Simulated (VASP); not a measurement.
# Zn (Im-3m) in VASP: a series of runs

The runs below take Zn through single point, with PBE.

Program: VASP 6.6.1. These are calculated values, not measurements. Logs are shortened: lines on timing, memory, paths and dates and some standing lists are left out, and cuts for length are marked.

### Step 1. The cell of the first run

Symmetry: Im-3m, No. 229, cubic system. Conventional cell: a = 3.159 Å, b = 3.159 Å, c = 3.159 Å, α = 90.00°, β = 90.00°, γ = 90.00°. Zn (site symmetry m-3m) has 14 Zn at 2.74 to 3.16 Å within 3.6 Å.

### Step 2. Single point, PBE

Input file INCAR:

```
SYSTEM = Zn
ALGO = Normal
EDIFF = 1E-6
ENCUT = 500
GGA = PE
GGA_COMPAT = .False.
ISIF = 2
ISMEAR = -1
LASPH = .True.
LCHARG = .False.
LREAL = .False.
LWAVE = .False.
NBANDS = 12
NELM = 120
PREC = Accurate
SIGMA = 0.05
```

Input file KPOINTS:

```
k-points
0
Gamma
  12 12 12
  0 0 0
```

Input file POSCAR:

```
Zn
1.0
   -1.5794282763      1.5794282763      1.5794282763
    1.5794282763     -1.5794282763      1.5794282763
    1.5794282763      1.5794282763     -1.5794282763
Zn
1
Direct
    0.0000000000      0.0000000000      0.0000000000
```

Potentials or basis: VASP PAW PBE potentials, release 64 (Zn).

The run is started by

```console
$ cat potpaw_PBE.64/Zn/POTCAR > POTCAR
$ mpirun -np 1 vasp_std > vasp.out
```

OUTCAR:

```text
SYSTEM = Zn
   EDIFF = 1E-6
   ENCUT = 500
   GGA = PE
   ISIF = 2
   ISMEAR = -1
   LASPH = .True.
   LREAL = .False.
   NELM = 120
   PREC = Accurate

 ion  position               nearest neighbor table
   1  0.000  0.000  0.000-

  LATTYP: Found a body centered cubic cell.
 ALAT       =     3.1588565526

  Lattice vectors:

 A1 = (  -1.5794282763,   1.5794282763,   1.5794282763)
 A2 = (   1.5794282763,  -1.5794282763,   1.5794282763)
 A3 = (   1.5794282763,   1.5794282763,  -1.5794282763)

Analysis of symmetry for initial positions (statically):
=====================================================================
 Subroutine PRICEL returns:
 Original cell was already a primitive cell.

 Routine SETGRP: Setting up the symmetry group for a
 body centered cubic supercell.

 Subroutine GETGRP returns: Found 48 space group operations
 (whereof 48 operations were pure point group operations)
 out of a pool of 48 trial point group operations.

The static configuration has the point symmetry O_h .

Analysis of symmetry for dynamics (positions and initial velocities):
=====================================================================
 Subroutine PRICEL returns:
 Original cell was already a primitive cell.

 Routine SETGRP: Setting up the symmetry group for a
 body centered cubic supercell.

 Subroutine GETGRP returns: Found 48 space group operations
 (whereof 48 operations were pure point group operations)
 out of a pool of 48 trial point group operations.

The dynamic configuration has the point symmetry O_h .

 Subroutine INISYM returns: Found 48 space group operations
 (whereof 48 operations are pure point group operations),
 and found     1 'primitive' translations

----------------------------------------------------------------------------------------

                                     Primitive cell

  volume of cell :      15.7601

  direct lattice vectors                    reciprocal lattice vectors
    -1.579428276  1.579428276  1.579428276     0.000000000  0.316570247  0.316570247
     1.579428276 -1.579428276  1.579428276     0.316570247  0.000000000  0.316570247
     1.579428276  1.579428276 -1.579428276     0.316570247  0.316570247  0.000000000

  length of vectors
     2.735650021  2.735650021  2.735650021     0.447697937  0.447697937  0.447697937

  position of ions in fractional coordinates (direct lattice)
     0.000000000  0.000000000  0.000000000

  ion indices of the primitive-cell ions
   primitive index   ion index
                 1           1

----------------------------------------------------------------------------------------

 KPOINTS: k-points

Automatic generation of k-mesh.
 Grid dimensions read from file:
 generate k-points for:   12   12   12

 Generating k-lattice:

  Cartesian coordinates                     Fractional coordinates (reciprocal lattice)
     0.000000000  0.026380854  0.026380854     0.083333333  0.000000000  0.000000000
     0.026380854  0.000000000  0.026380854     0.000000000  0.083333333  0.000000000
     0.026380854  0.026380854  0.000000000     0.000000000  0.000000000  0.083333333

  Length of vectors
     0.037308161  0.037308161  0.037308161

  Shift w.r.t. Gamma in fractional coordinates (k-lattice)
     0.000000000  0.000000000  0.000000000

 Subroutine IBZKPT returns following result:
 ===========================================

 Found     72 irreducible k-points:

 Following reciprocal coordinates:
            Coordinates               Weight
  0.000000  0.000000  0.000000      1.000000
  0.083333  0.000000  0.000000     12.000000
  0.166667  0.000000  0.000000     12.000000
  0.250000  0.000000  0.000000     12.000000
  0.333333  0.000000  0.000000     12.000000
  0.416667  0.000000  0.000000     12.000000
[... 16 lines left out ...]
  0.333333  0.083333  0.083333     24.000000
  0.416667  0.083333  0.083333     12.000000
 [... further k-points ...]
   k-points           NKPTS =     72   k-points in BZ     NKDIM =     72   number of bands    NBANDS=     12
   number of dos      NEDOS =    301   number of ions     NIONS =      1
   total plane-waves  NPLWV =   8000
   dimension x,y,z NGX =    20 NGY =   20 NGZ =   20
   dimension x,y,z NGXF=    40 NGYF=   40 NGZF=   40
   ions per type =               1
   NGX,Y,Z   is equivalent  to a cutoff of  12.15, 12.15, 12.15 a.u.
   NGXF,Y,Z  is equivalent  to a cutoff of  24.31, 24.31, 24.31 a.u.
 SYSTEM =  Zn
   PREC   = accura    normal or accurate (medium, high low for compatibility)
   ISTART =      0    job   : 0-new  1-cont  2-samecut
   ICHARG =      2    charge: 1-file 2-atom 10-const
   ISPIN  =      1    spin polarized calculation?
   LNONCOLLINEAR =      F non collinear calculations
   LSORBIT =      F    spin-orbit coupling
   LASPH  =      T    aspherical Exc in radial PAW
   ENCUT  =  500.0 eV  36.75 Ry    6.06 a.u.   4.99  4.99  4.99*2*pi/ulx,y,z
   NELM   =    120;   NELMIN=  2; NELMDL= -5     # of ELM steps
   EDIFF  = 0.1E-05   stopping-criterion for ELM
   LREAL  =      F    real-space projection
   EDIFFG = 0.1E-04   stopping-criterion for IOM
   NSW    =      0    number of steps for IOM
   IBRION =     -1    ionic relax: 0-MD 1-quasi-New 2-CG
   NFREE  =      0    steps in history (QN), initial steepest desc. (CG)
   ISIF   =      2    stress and relaxation
   ISYM   =      2    0-nonsym 1-usesym 2-fastsym
   POTIM  = 0.5000    time-step for ionic-motion
   TEBEG  =    0.0;   TEEND  =   0.0 temperature during run
   PSTRESS=    0.0 pullay stress
   NELECT =      12.0000    total number of electrons
   NUPDOWN=      -1.0000    fix difference up-down
   EMIN   =  10.00;   EMAX   =-10.00  energy-range for DOS
   EFERMI =   0.00;   METHOD = LEGACY
   ISMEAR =    -1;   SIGMA  =   0.05  broadening in eV -4-tet -1-fermi 0-gaus
   EFERMI_NEDOS =   21; number of points for ismear=-14 and -15
   IALGO  =     38    algorithm
   IMIX   =      4    mixing-type and parameters
     AMIX     =   0.40;   BMIX     =  1.00
     AMIX_MAG =   1.60;   BMIX_MAG =  1.00
  volume/ion in A,a.u.               =      15.76       106.35
  Fermi-wavevector in a.u.,A,eV,Ry     =   1.494911  2.824972 30.405741  2.234759
  Thomas-Fermi vector in A             =   2.607123
   LORBIT       =      0    0 simple, 1 ext, 2 COOP (PROOUT), +10 PAW based schemes
   GGA     = PE    functional components
   LHFCALC =     F    Hartree Fock is set to
   AEXX    =    0.0000 exact exchange contribution
   IVDW    =     0    specifies the selected vdW correction
   LEPSILON=     F    determine dielectric tensor
   LRPA    =     F    only Hartree local field effects (RPA)
 non-spin polarized calculation
  energy-cutoff  :      500.00
  volume of cell :       15.76
 maximum number of plane-waves:       420
   NGX =  9   NGY =  9   NGZ =  9

 number of electron      12.0000011 magnetization

 Free energy of the ion-electron system (eV)
  ---------------------------------------------------
  ext. energy  EPLUGINS =         0.00000000
  ---------------------------------------------------
  free energy    TOTEN  =        -1.01713523 eV

  energy without entropy =       -1.01371157  energy(sigma->0) =       -1.01542340

 E-fermi :   2.9076     XC(G=0): -11.3808

 val. band max:        2.8626119113   @ k =   0.4167   0.0833   0.0000
 cond. band min:       3.0087307013   @ k =   0.3333   0.2500   0.0833
 fundamental gap:      0.1461187900
 Fermi energy:         2.9075740518

 k-point     1 :       0.0000    0.0000    0.0000
  band No.  band energies     occupation
      1      -7.2310      2.00000
      2      -4.7551      2.00000
      3      -4.7551      2.00000
      4      -4.7551      2.00000
      5      -4.2758      2.00000
      6      -4.2758      2.00000
      7      21.5862      0.00000
      8      21.5862      0.00000
      9      21.5862      0.00000
     10      23.4875      0.00000
     11      23.4875      0.00000
     12      23.4875      0.00000

 k-point     2 :       0.0833    0.0000    0.0000
  band No.  band energies     occupation
      1      -7.0156      2.00000
      2      -4.7745      2.00000
      3      -4.7500      2.00000
      4      -4.7059      2.00000
      5      -4.2937      2.00000
      6      -4.2747      2.00000
      7      18.9272      0.00000
      8      20.2231      0.00000
      9      20.7171      0.00000
     10      22.0972      0.00000
     11      22.1317      0.00000
     12      23.2093      0.00000

 k-point     3 :       0.1667    0.0000    0.0000
  band No.  band energies     occupation
      1      -6.3980      2.00000
      2      -4.8274      2.00000
      3      -4.7201      2.00000
      4      -4.5688      2.00000
      5      -4.3279      2.00000
      6      -4.2709      2.00000
      7      14.7983      0.00000
      8      18.2353      0.00000
      9      19.0371      0.00000
     10      20.6341      0.00000
     11      21.1320      0.00000
     12      23.7744      0.00000

 k-point     4 :       0.2500    0.0000    0.0000
  band No.  band energies     occupation
      1      -5.6109      2.00000
      2      -4.8993      2.00000
      3      -4.4579      2.00000
      4      -4.3743      2.00000
      5      -4.3395      2.00000
      6      -4.2642      2.00000
      7      10.8719      0.00000
      8      16.5021      0.00000
      9      17.5310      0.00000
     10      19.4807      0.00000
     11      20.3520      0.00000
     12      24.9332      0.00000

 k-point     5 :       0.3333    0.0000    0.0000
  band No.  band energies     occupation
      1      -5.3347      2.00000
      2      -4.9708      2.00000
      3      -4.3307      2.00000
      4      -4.2559      2.00000
      5      -4.1706      2.00000
      6      -3.2681      2.00000
      7       7.2847      0.00000
      8      15.1767      0.00000
      9      16.4011      0.00000
     10      18.6744      0.00000
     11      19.8076      0.00000
     12      26.5500      0.00000

 k-point     6 :       0.4167    0.0000    0.0000
  band No.  band energies     occupation
      1      -5.3447      2.00000
      2      -5.0229      2.00000
      3      -4.3102      2.00000
      4      -4.2487      2.00000
      5      -4.0150      2.00000
      6      -1.3800      2.00000
      7       4.1016      0.00000
      8      14.3423      0.00000
      9      15.7056      0.00000
     10      18.1994      0.00000
     11      19.4945      0.00000
     12      28.5316      0.00000

 k-point     7 :       0.5000    0.0000    0.0000
  band No.  band energies     occupation
      1      -5.3629      2.00000
      2      -5.0419      2.00000
      3      -4.3013      2.00000
      4      -4.2459      2.00000
      5      -3.9565      2.00000
      6       0.3844      2.00000
      7       1.9156      2.00000
      8      14.0568      0.00000
      9      15.4709      0.00000
     10      18.0427      0.00000
     11      19.3933      0.00000
     12      30.1427      0.00000

 k-point     8 :       0.0833    0.0833    0.0000
  band No.  band energies     occupation
      1      -6.5968      2.00000
      2      -4.7928      2.00000
      3      -4.7691      2.00000
      4      -4.5968      2.00000
      5      -4.3242      2.00000
      6      -4.2672      2.00000
      7      16.8199      0.00000
      8      17.1159      0.00000
      9      19.0567      0.00000
     10      21.9845      0.00000
     11      22.2053      0.00000
     12      23.6185      0.00000
[... 166 lines left out ...]
 k-point    20 :       0.0833    0.0833    0.0833
  band No.  band energies     occupation
      1      -6.0160      2.00000
      2      -4.8316      2.00000
      3      -4.8316      2.00000
      4      -4.3639      2.00000
      5      -4.3001      2.00000
      6      -4.3001      2.00000
      7      14.7692      0.00000
      8      15.3475      0.00000
      9      15.3475      0.00000
     10      23.9173      0.00000
     11      23.9173      0.00000
     12      24.7400      0.00000

 k-point    21 :       0.1667    0.0833    0.0833
  band No.  band energies     occupation
      1      -5.3181      2.00000
      2      -4.9067      2.00000
      3      -4.7930      2.00000
      4      -4.3177      2.00000
      5      -4.2762      2.00000
      6      -3.8639      2.00000
      7      11.2242      0.00000
      8      13.4648      0.00000
      9      13.9329      0.00000
     10      23.7829      0.00000
     11      23.9303      0.00000
     12      25.4411      0.00000

 k-point    22 :       0.2500    0.0833    0.0833
  band No.  band energies     occupation
      1      -5.1638      2.00000
      2      -4.9743      2.00000
      3      -4.4756      2.00000
      4      -4.3095      2.00000
      5      -4.2583      2.00000
      6      -2.6805      2.00000
      7       7.6730      0.00000
      8      12.2970      0.00000
      9      12.9063      0.00000
     10      22.9140      0.00000
     11      23.3979      0.00000
     12      27.0432      0.00000

 k-point    23 :       0.3333    0.0833    0.0833
  band No.  band energies     occupation
      1      -5.2124      2.00000
      2      -5.0206      2.00000
      3      -4.2942      2.00000
      4      -4.2480      2.00000
      5      -4.2475      2.00000
      6      -0.8252      2.00000
      7       4.4973      0.00000
      8      11.5763      0.00000
      9      12.2833      0.00000
     10      22.3627      0.00000
     11      23.0224      0.00000
     12      29.0317      0.00000

 k-point    24 :       0.4167    0.0833    0.0833
  band No.  band energies     occupation
      1      -5.2378      2.00000
      2      -5.0369      2.00000
      3      -4.2856      2.00000
      4      -4.2439      2.00000
      5      -4.1751      2.00000
      6       1.0468      2.00000
      7       2.1968      2.00000
      8      11.3312      0.00000
      9      12.0743      0.00000
     10      22.1776      0.00000
     11      22.8935      0.00000
     12      30.6981      0.00000

 [... further k-points ...]
[... 5 lines left out ...]
  --------------------------------------------------------------------------------------
  -------------------------------------------------------------------------------------
  Total       -0.1158008     -0.1158008     -0.1158008     -0.0000000     -0.0000000     -0.0000000
  in kB      -11.7723304    -11.7723304    -11.7723304     -0.0000000     -0.0000000     -0.0000000
  external PRESSURE =     -11.7723304 kB  Pullay stress =       0.0000000 kB

 VOLUME and BASIS-vectors are now :
 -----------------------------------------------------------------------------
  energy-cutoff  :      500.00
  volume of cell :       15.76
      direct lattice vectors                 reciprocal lattice vectors
    -1.579428276  1.579428276  1.579428276     0.000000000  0.316570247  0.316570247
     1.579428276 -1.579428276  1.579428276     0.316570247  0.000000000  0.316570247
     1.579428276  1.579428276 -1.579428276     0.316570247  0.316570247  0.000000000

 POSITION                                       TOTAL-FORCE (eV/Angst)
 -----------------------------------------------------------------------------------
      0.00000      0.00000      0.00000        -0.000000     -0.000000     -0.000000
 -----------------------------------------------------------------------------------
    total drift:                                0.000000     -0.000000      0.000000

  FREE ENERGIE OF THE ION-ELECTRON SYSTEM (eV)
  ---------------------------------------------------
  free  energy   TOTEN  =        -1.0171352344 eV

  energy  without entropy=       -1.0137115702  energy(sigma->0) =       -1.01542340
```

Run time: 16 s. Hardware: 1 thread of Intel Xeon 8259CL, shared host; peak memory 0.13 GiB.

Results:

| Property | Result |
| --- | --- |
| Free energy | -1.0171 eV |
| Pressure | -1.2 GPa |
| Band gap on the k mesh | zero (band 6 reaches 7.10 eV, above the bottom of band 7 at 1.92 eV) |

### Step 3. Single point, PBE

This run uses another cell than the first one, of 15.45 Å³/atom, 0.980 times its volume.

Input file INCAR:

```
SYSTEM = Zn
  ALGO = Normal
  EDIFF = 1E-6
  ENCUT = 520
  GGA = PE
  ISIF = 2
  ISMEAR = 0
  LASPH = .TRUE.
  LCHARG = .FALSE.
  LREAL = .FALSE.
  LWAVE = .FALSE.
  NBANDS = 12
  NELM = 60
  PREC = Accurate
  SIGMA = 0.017
```

Input file KPOINTS:

```
k-points
0
G
  12 12 12
  0 0 0
```

Input file POSCAR:

```
Zn
1.0
   -1.5690370000      1.5690370000      1.5690370000
    1.5690370000     -1.5690370000      1.5690370000
    1.5690370000      1.5690370000     -1.5690370000
Zn
1
Direct
    0.0000000000      0.0000000000      0.0000000000
```

Potentials or basis: VASP PAW PBE potentials, release 64 (Zn).

The run is started by

```console
$ cat potpaw_PBE.64/Zn/POTCAR > POTCAR
$ mpirun -np 1 vasp_std > vasp.out
```

Wall time 16 s (1 thread of AMD EPYC 7R13, shared host); peak memory 0.1 GiB.

Results (log left out):

```
Free energy            : -1.0162 eV
Pressure               : 0.1 GPa
Band gap on the k mesh : zero (band 6 reaches 7.27 eV, above the bottom of band 7 at 2.09 eV)
```

Levels at points of the mesh, in eV from the Fermi level:
```csv
k point,band 2,band 3,band 4,band 5,band 6,band 7,band 8,band 9,band 10,band 11
"(0.00, 0.00, 0.00)",-7.70,-7.70,-7.70,-7.20,-7.20,19.02,19.02,19.02,20.77,20.77
"(0.50, 0.00, 0.00)",-8.00,-7.23,-7.17,-6.87,-2.59,-0.94,11.33,12.72,15.32,16.74
"(0.50, 0.50, 0.50)",-8.25,-6.95,-6.95,-6.95,4.24,4.24,4.24,7.50,8.59,8.59
```

[end of part 1 of 2]
